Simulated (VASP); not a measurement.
# AlGaAs2 in VASP: notebook

Runs on AlGaAs2. Level: PBEsol. Tasks: single point, relaxation of cell and atoms.

Everything below comes from runs of VASP 6.6.1. Logs are shortened: lines on timing, memory, paths and dates and some standing lists are left out, and cuts for length are marked.

### Step 1. The cell of the first run

The cell holds a disordered packing, 8 atoms: a = 5.311 Å, b = 5.273 Å, c = 5.162 Å, α = 89.79°, β = 90.00°, γ = 90.04°.

### Step 2. Single point, PBEsol

INCAR reads:

```
SYSTEM = AlGaAs2
ALGO = Normal
EDIFF = 1E-6
ENCUT = 400
GGA = PS
GGA_COMPAT = .False.
ISIF = 2
ISMEAR = 0
ISYM = 0
LASPH = .True.
LCHARG = .False.
LREAL = .False.
LWAVE = .False.
NBANDS = 36
NELM = 120
PREC = Accurate
SIGMA = 0.1
```

KPOINTS reads:

```
Automatic mesh
0
Gamma
  2 3 2
  0.5 0 0.5
```

POSCAR reads:

```
AlGaAs2
1.0
    5.3107166430     -0.0022415755     -0.0005592334
   -0.0014200580      5.2726544638      0.0079326348
    0.0005926128      0.0108407647      5.1616841187
Al Ga As
2 2 4
Direct
    0.8390569605      0.7894576790      1.0139346043
    0.3401654673      0.6464249901      0.5121074716
    0.3398184233      0.1325779701      0.5159889956
    0.3385301816      0.3608480844      0.0166026962
    0.3391954564      0.8383850624      1.0119144818
    0.8388352573      0.2740449415      0.0176500217
    0.8399012399      0.6958124318      0.5143012980
    0.8395383567      0.1899143451      0.5171177987
```

Potentials or basis: VASP PAW PBE potentials, release 64 (Al, Ga_d, As).

Started as:

```console
$ cat potpaw_PBE.64/Al/POTCAR potpaw_PBE.64/Ga_d/POTCAR potpaw_PBE.64/As/POTCAR > POTCAR
$ mpirun -np 1 vasp_std > vasp.out
```

OUTCAR:

```text
SYSTEM = AlGaAs2
   EDIFF = 1E-6
   ENCUT = 400
   GGA = PS
   ISIF = 2
   ISMEAR = 0
   ISYM = 0
   LASPH = .True.
   LREAL = .False.
   NELM = 120
   PREC = Accurate

 ion  position               nearest neighbor table
   1  0.839  0.789  0.014-   6 2.56   7 2.63   7 2.63   5 2.67   5 2.67   6 2.72
   2  0.340  0.646  0.512-   3 2.56   7 2.67   7 2.67   3 2.71   5 2.77   5 2.77   4 2.97   4 3.00

   3  0.340  0.133  0.516-   2 2.56   8 2.67   8 2.67   2 2.71   4 2.84   4 2.85
   4  0.339  0.361  0.017-   5 2.52   6 2.69   6 2.70   5 2.75   3 2.84   3 2.85   2 2.97   2 3.00

   5  0.339  0.838  0.012-   4 2.52   1 2.67   1 2.67   4 2.75   2 2.77   2 2.77
   6  0.839  0.274  0.018-   1 2.56   8 2.61   8 2.62   4 2.69   4 2.70   1 2.72
   7  0.840  0.696  0.514-   8 2.61   1 2.63   1 2.63   2 2.67   8 2.67   2 2.67
   8  0.840  0.190  0.517-   7 2.61   6 2.61   6 2.62   7 2.67   3 2.67   3 2.67

IMPORTANT INFORMATION: All symmetrisations will be switched off!
NOSYMM: (Re-)initialisation of all symmetry stuff for point group C_1.

----------------------------------------------------------------------------------------

                                     Primitive cell

  volume of cell :     144.5348

  direct lattice vectors                    reciprocal lattice vectors
     5.310716643 -0.002241576 -0.000559233     0.188298523  0.000050746 -0.000021725
    -0.001420058  5.272654464  0.007932635     0.000080010  0.189658412 -0.000398337
     0.000592613  0.010840765  5.161684119     0.000020278 -0.000291467  0.193735828

  length of vectors
     5.310717146  5.272660622  5.161695537     0.188298531  0.189658847  0.193736049

  position of ions in fractional coordinates (direct lattice)
     0.839056961  0.789457679  0.013934604
     0.340165467  0.646424990  0.512107472
     0.339818423  0.132577970  0.515988996
     0.338530182  0.360848084  0.016602696
     0.339195456  0.838385062  0.011914482
     0.838835257  0.274044942  0.017650022
     0.839901240  0.695812432  0.514301298
     0.839538357  0.189914345  0.517117799

  ion indices of the primitive-cell ions
   primitive index   ion index
                 1           1
                 2           2
                 3           3
                 4           4
                 5           5
                 6           6
                 7           7
                 8           8

----------------------------------------------------------------------------------------

 KPOINTS: Automatic mesh

Automatic generation of k-mesh.
 Grid dimensions read from file:
 generate k-points for:    2    3    2

 Generating k-lattice:

  Cartesian coordinates                     Fractional coordinates (reciprocal lattice)
     0.094149262  0.000025373 -0.000010863     0.500000000 -0.000000000 -0.000000000
     0.000026670  0.063219471 -0.000132779     0.000000000  0.333333333 -0.000000000
     0.000010139 -0.000145734  0.096867914    -0.000000000  0.000000000  0.500000000

  Length of vectors
     0.094149266  0.063219616  0.096868024

  Shift w.r.t. Gamma in fractional coordinates (k-lattice)
     0.500000000  0.000000000  0.500000000

 Subroutine IBZKPT returns following result:
 ===========================================

 Found      6 irreducible k-points:

 Following reciprocal coordinates:
            Coordinates               Weight
  0.250000  0.000000  0.250000      2.000000
 -0.250000  0.000000  0.250000      2.000000
  0.250000  0.333333  0.250000      2.000000
 -0.250000  0.333333  0.250000      2.000000
  0.250000 -0.333333  0.250000      2.000000
 -0.250000 -0.333333  0.250000      2.000000
   k-points           NKPTS =      6   k-points in BZ     NKDIM =      6   number of bands    NBANDS=     36
   number of dos      NEDOS =    301   number of ions     NIONS =      8
   total plane-waves  NPLWV =  46656
   dimension x,y,z NGX =    36 NGY =   36 NGZ =   36
   dimension x,y,z NGXF=    72 NGYF=   72 NGZF=   72
   ions per type =               2   2   4
   NGX,Y,Z   is equivalent  to a cutoff of  11.27, 11.35, 11.59 a.u.
   NGXF,Y,Z  is equivalent  to a cutoff of  22.54, 22.70, 23.19 a.u.
 SYSTEM =  AlGaAs2
   PREC   = accura    normal or accurate (medium, high low for compatibility)
   ISTART =      0    job   : 0-new  1-cont  2-samecut
   ICHARG =      2    charge: 1-file 2-atom 10-const
   ISPIN  =      1    spin polarized calculation?
   LNONCOLLINEAR =      F non collinear calculations
   LSORBIT =      F    spin-orbit coupling
   LASPH  =      T    aspherical Exc in radial PAW
   ENCUT  =  400.0 eV  29.40 Ry    5.42 a.u.   8.66  8.60  8.42*2*pi/ulx,y,z
   NELM   =    120;   NELMIN=  2; NELMDL= -5     # of ELM steps
   EDIFF  = 0.1E-05   stopping-criterion for ELM
   LREAL  =      F    real-space projection
   EDIFFG = 0.1E-04   stopping-criterion for IOM
   NSW    =      0    number of steps for IOM
   IBRION =     -1    ionic relax: 0-MD 1-quasi-New 2-CG
   NFREE  =      0    steps in history (QN), initial steepest desc. (CG)
   ISIF   =      2    stress and relaxation
   ISYM   =      0    0-nonsym 1-usesym 2-fastsym
   POTIM  = 0.5000    time-step for ionic-motion
   TEBEG  =    0.0;   TEEND  =   0.0 temperature during run
   PSTRESS=    0.0 pullay stress
   NELECT =      52.0000    total number of electrons
   NUPDOWN=      -1.0000    fix difference up-down
   EMIN   =  10.00;   EMAX   =-10.00  energy-range for DOS
   EFERMI =   0.00;   METHOD = LEGACY
   ISMEAR =     0;   SIGMA  =   0.10  broadening in eV -4-tet -1-fermi 0-gaus
   EFERMI_NEDOS =   21; number of points for ismear=-14 and -15
   IALGO  =     38    algorithm
   IMIX   =      4    mixing-type and parameters
     AMIX     =   0.40;   BMIX     =  1.00
     AMIX_MAG =   1.60;   BMIX_MAG =  1.00
  volume/ion in A,a.u.               =      18.07       121.92
  Fermi-wavevector in a.u.,A,eV,Ry     =   1.164354  2.200310 18.445701  1.355721
  Thomas-Fermi vector in A             =   2.300893
   LORBIT       =      0    0 simple, 1 ext, 2 COOP (PROOUT), +10 PAW based schemes
   GGA     = PS    functional components
   LHFCALC =     F    Hartree Fock is set to
   AEXX    =    0.0000 exact exchange contribution
   IVDW    =     0    specifies the selected vdW correction
   LEPSILON=     F    determine dielectric tensor
   LRPA    =     F    only Hartree local field effects (RPA)
 non-spin polarized calculation
 Gauss-broadening in eV      SIGMA  =   0.10
  energy-cutoff  :      400.00
  volume of cell :      144.53
 maximum number of plane-waves:      2630
 NGX is ok and might be reduce to    36
   NGX = 17   NGY = 17   NGZ = 17

 number of electron      52.0000011 magnetization

 Free energy of the ion-electron system (eV)
  ---------------------------------------------------
  ext. energy  EPLUGINS =         0.00000000
  ---------------------------------------------------
  free energy    TOTEN  =       -36.19461942 eV

  energy without entropy =      -36.19444024  energy(sigma->0) =      -36.19452983

 E-fermi :   6.3900     XC(G=0): -10.7799

 val. band max:        6.1576998601   @ k =   0.2500  -0.3333   0.2500
 cond. band min:       6.6215823267   @ k =  -0.2500   0.0000   0.2500
 fundamental gap:      0.4638824666
 Fermi energy:         6.3899983241

 k-point     1 :       0.2500    0.0000    0.2500
  band No.  band energies     occupation
      1      -8.6979      2.00000
      2      -8.6223      2.00000
      3      -8.6099      2.00000
      4      -8.5849      2.00000
      5      -8.5586      2.00000
      6      -8.2018      2.00000
[... 28 lines left out ...]
     35      11.7886      0.00000
     36      12.1323      0.00000

 k-point     2 :      -0.2500    0.0000    0.2500
  band No.  band energies     occupation
      1      -8.6979      2.00000
      2      -8.6223      2.00000
      3      -8.6099      2.00000
      4      -8.5849      2.00000
      5      -8.5586      2.00000
      6      -8.2018      2.00000
[... 28 lines left out ...]
     35      11.7885      0.00000
     36      12.1328      0.00000

 k-point     3 :       0.2500    0.3333    0.2500
  band No.  band energies     occupation
      1      -8.6706      2.00000
      2      -8.6205      2.00000
      3      -8.6113      2.00000
      4      -8.5875      2.00000
      5      -8.5582      2.00000
      6      -8.1980      2.00000
[... 28 lines left out ...]
     35      11.5206      0.00000
     36      12.0286      0.00000

 k-point     4 :      -0.2500    0.3333    0.2500
  band No.  band energies     occupation
      1      -8.6706      2.00000
      2      -8.6205      2.00000
      3      -8.6113      2.00000
      4      -8.5875      2.00000
      5      -8.5582      2.00000
      6      -8.1980      2.00000
[... 28 lines left out ...]
     35      11.5228      0.00000
     36      12.0233      0.00000

 k-point     5 :       0.2500   -0.3333    0.2500
  band No.  band energies     occupation
      1      -8.6706      2.00000
      2      -8.6206      2.00000
      3      -8.6112      2.00000
      4      -8.5875      2.00000
      5      -8.5582      2.00000
      6      -8.1981      2.00000
[... 28 lines left out ...]
     35      11.5743      0.00000
     36      12.0372      0.00000

 k-point     6 :      -0.2500   -0.3333    0.2500
  band No.  band energies     occupation
      1      -8.6706      2.00000
      2      -8.6206      2.00000
      3      -8.6112      2.00000
      4      -8.5875      2.00000
      5      -8.5582      2.00000
      6      -8.1980      2.00000
[... 28 lines left out ...]
     35      11.5731      0.00000
     36      12.0419      0.00000

------------------------ aborting loop because EDIFF is reached ----------------------------------------

  FORCE on cell =-STRESS in cart. coord.  units (eV):
  Direction    XX          YY          ZZ          XY          YZ          ZX
  --------------------------------------------------------------------------------------
  -------------------------------------------------------------------------------------
  Total        0.0586483      0.0717764      0.1899829      0.0306267     -0.0306811     -0.0009765
  in kB        0.6501196      0.7956457      2.1059728      0.3394992     -0.3401015     -0.0108250
  external PRESSURE =       1.1839127 kB  Pullay stress =       0.0000000 kB

 VOLUME and BASIS-vectors are now :
 -----------------------------------------------------------------------------
  energy-cutoff  :      400.00
  volume of cell :      144.53
      direct lattice vectors                 reciprocal lattice vectors
     5.310716643 -0.002241576 -0.000559233     0.188298523  0.000050746 -0.000021725
    -0.001420058  5.272654464  0.007932635     0.000080010  0.189658412 -0.000398337
     0.000592613  0.010840765  5.161684119     0.000020278 -0.000291467  0.193735828

 POSITION                                       TOTAL-FORCE (eV/Angst)
 -----------------------------------------------------------------------------------
      4.45488      4.16081      0.07772         0.000731     -0.016954      0.002346
      1.80591      3.41316      2.64827        -0.007351     -0.008984      0.007882
      1.80480      0.70387      2.66423        -0.003823      0.008061     -0.004092
      1.79734      1.90205      0.08837         0.001783     -0.007807     -0.001996
      1.80019      4.41988      0.06796         0.001993      0.003380      0.003423
      4.45444      1.44326      0.09281         0.004414      0.011035     -0.002421
      4.45979      3.67247      2.65971         0.002584     -0.026389     -0.002483
      4.45859      1.00508      2.67024        -0.000330      0.037658     -0.002660
 -----------------------------------------------------------------------------------
    total drift:                                0.000436      0.000603     -0.001621

  FREE ENERGIE OF THE ION-ELECTRON SYSTEM (eV)
  ---------------------------------------------------
  free  energy   TOTEN  =       -36.1946194241 eV

  energy  without entropy=      -36.1944402397  energy(sigma->0) =      -36.19452983
```

It took 25 s on 1 thread of AMD EPYC 9R45 (Zen 5), shared host; peak memory 0.17 GiB.

What came out:

```
Free energy            : -36.1946 eV
Pressure               : 0.1 GPa
Largest force          : 0.038 eV/Å
Band gap on the k mesh : 0.46 eV (least direct gap 0.63 eV)
```

Forces in eV/Å, atoms in the order of the input:
```
Al   0.001 -0.017  0.002
Al  -0.007 -0.009  0.008
Ga  -0.004  0.008 -0.004
Ga   0.002 -0.008 -0.002
As   0.002  0.003  0.003
As   0.004  0.011 -0.002
As   0.003 -0.026 -0.002
As   0.000  0.038 -0.003
```

Caveat: the k points lie up to 0.61 Å⁻¹ apart; the PAW data sets were made with another functional, which shifts forces and pressure a little.

(Part 1 of 2 ends here.)
